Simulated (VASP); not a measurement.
Input of a VASP 6.6.1 run:

File INCAR:

```
SYSTEM = AlGaN2
PREC = Accurate
ENCUT = 520
EDIFF = 1E-6
ISMEAR = 0
SIGMA = 0.02
LREAL = .FALSE.
LASPH = .TRUE.
NELM = 60
ALGO = Normal
ISIF = 2
LWAVE = .FALSE.
LCHARG = .FALSE.
GGA = CA
NBANDS = 21
```

File KPOINTS:

```
Automatic mesh
0
G
  8 8 6
  0 0 0
```

File POSCAR:

```
AlGaN2
1.0
    3.0700837219      0.0000000000      0.0000000000
    0.0000000000      3.0700837219      0.0000000000
    0.0000000000      0.0000000000      4.3178717064
Al Ga N
1 1 2
Direct
    0.5000000000      0.5000000000      0.5000000000
    0.0000000000      0.0000000000      0.0000000000
    0.5000000000      0.0000000000      0.7399319764
    0.0000000000      0.5000000000      0.2600680236
```

Potentials or basis: VASP PAW LDA potentials, release 64 (Al, Ga_d, N).

The run is started by

```bash
$ cat potpaw_LDA.64/Al/POTCAR potpaw_LDA.64/Ga_d/POTCAR potpaw_LDA.64/N/POTCAR > POTCAR
$ mpirun -np 1 vasp_std > vasp.out
```

**Question.** Estimate the pressure.

**Answer.** 11.1 GPa.

**Question.** What does it give for the band gap on the k mesh?

**Answer.** 3.26 eV, indirect (least direct gap 3.40 eV).

Forces on the atoms (eV/Å):
```
Al   0.000  0.000  0.000
Ga   0.000  0.000  0.000
N    0.000  0.000 -0.036
N    0.000  0.000  0.036
```

A k mesh can miss the band edges. A hybrid or GW would open this gap; LDA tends to underestimate it.
